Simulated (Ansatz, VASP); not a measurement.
## Two plane-wave programs on FeCo

```
CELL_PARAMETERS angstrom
2.91690 0.00000 0.00000
0.00000 2.91690 0.00000
0.00000 0.00000 2.91690
ATOMIC_POSITIONS crystal
Fe 0.00000 0.00000 0.00000
Co 0.50000 0.50000 0.50000
```

Change from the starting cell: species swapped into the BaHg type (Pm-3m, No. 221).

Alike in both runs: task single point; functional PBE; k mesh 6 × 6 × 6; occupations gaussian, width 0.1 eV; collinear spin.

|  | VASP | Ansatz |
| --- | --- | --- |
| version | VASP 6.6.1 | Ansatz 0.2.0 |
| potentials or method | VASP PAW PBE potentials, release 64 (Fe, Co), cutoff 600 eV | scalar-relativistic, plane waves, PAW |
| valence electrons in the cell | 17 | 33 |

Ansatz gave:

```
gap on the k mesh at the Fermi level (eV)                     : none
pressure (GPa)                                                : -10.7
net moment per atom (μB)                                      : 2.42
size of the moment on the site where the two differ most (μB) : 1.93
```

Question: What did VASP give for the same quantities?

Answer: gap on the k mesh at the Fermi level (eV): none; pressure (GPa): -10.7; net moment per atom (μB): 2.41; size of the moment on the site where the two differ most (μB): 1.87.

Site moments also hang on the region over which each program counts them. A gap of «none» marks a metal or a gap that the smearing closes. With one functional, cell and mesh, what is left measures potentials, basis and numerics. VASP's potentials hold 17 valence electrons a cell and Ansatz's 33, so a difference there can come from the potentials and not from the codes.
